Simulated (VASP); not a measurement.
A run of VASP 6.6.1:

INCAR

```
PREC = Accurate ; ENCUT = 520
EDIFF = 1E-7 ; ISMEAR = -1
SIGMA = 0.05 ; LREAL = False
LASPH = True ; NELM = 100
ALGO = Normal ; ISIF = 2
LWAVE = False ; LCHARG = False
GGA = PE ; NBANDS = 22
```

Contents of KPOINTS:

```
regular mesh
0
Gamma
  7 7 4
```

The input POSCAR:

```
Cl
1.0
    3.1024947895     -2.2195908669      0.0000000000
    3.1024947895      2.2195908669      0.0000000000
    0.0000000000      0.0000000000      8.0990404521
Cl
4
Direct
    0.3700000000      0.6300000000      0.4000000000
    0.1300000000      0.8700000000      0.9000000000
    0.6300000000      0.3700000000      0.6000000000
    0.8700000000      0.1300000000      0.1000000000
```

Potentials or basis: VASP PAW PBE potentials, release 64 (Cl).

Command:

```bash
$ cat potpaw_PBE.64/Cl/POTCAR > POTCAR
$ mpirun -np 1 vasp_std > vasp.out
```

Hardware: 1 thread of AMD EPYC 7R43 64-Core Processor (Zen 3), on a shared host.

Problem. How long does it take, and how much memory?

Solution. Wall time 120 s on 1 thread of AMD EPYC 7R43 64-Core Processor (Zen 3), on a shared host, peak memory 0.2 GiB. Counts: scf iterations 14, k points 48.
